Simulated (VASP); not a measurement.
MgO, 2 atoms in the cell. Symmetry: Fm-3m, No. 225, cubic system. The conventional cell has a = 4.213 Å, b = 4.213 Å, c = 4.213 Å, α = 90.00°, β = 90.00°, γ = 90.00°. Within 2.8 Å of Mg (site symmetry m-3m) lie 6 O at 2.11 Å. O (site symmetry m-3m) has 6 Mg at 2.11 Å within 2.8 Å. 

| Property | Result |
| --- | --- |
| Program | VASP 6.6.1 |
| Task | single point |
| Functional | r2SCAN |
| Potentials or basis | VASP PAW PBE potentials, release 64 (Mg, O) |
| Cutoff | 660 eV |
| k mesh | 8 × 8 × 8 |
| Occupations | fermi-dirac, width 0.15 eV |
| Spin | no spin polarisation |
| Dipole correction | no |
| Further INCAR settings | ALGO = Normal; EDIFF = 1e-06; NBANDS = 11 |

Potentials or basis: VASP PAW PBE potentials, release 64 (Mg, O).

The run is started by

```bash
$ cat potpaw_PBE.64/Mg/POTCAR potpaw_PBE.64/O/POTCAR > POTCAR
$ cp INCAR.step1 INCAR
$ mpirun -np 1 vasp_std > vasp.out
$ cp INCAR.step2 INCAR
$ mpirun -np 1 vasp_std > vasp.out
```

Hardware: 1 thread of Intel(R) Xeon(R) Platinum 8375C CPU @ 2.90GHz (Ice Lake), on a shared host.

**Question.** Estimate the wall time of this run.

**Answer.** Wall time 57 s on 1 thread of Intel(R) Xeon(R) Platinum 8375C CPU @ 2.90GHz (Ice Lake), on a shared host, peak memory 0.17 GiB. Counts: k points 29.
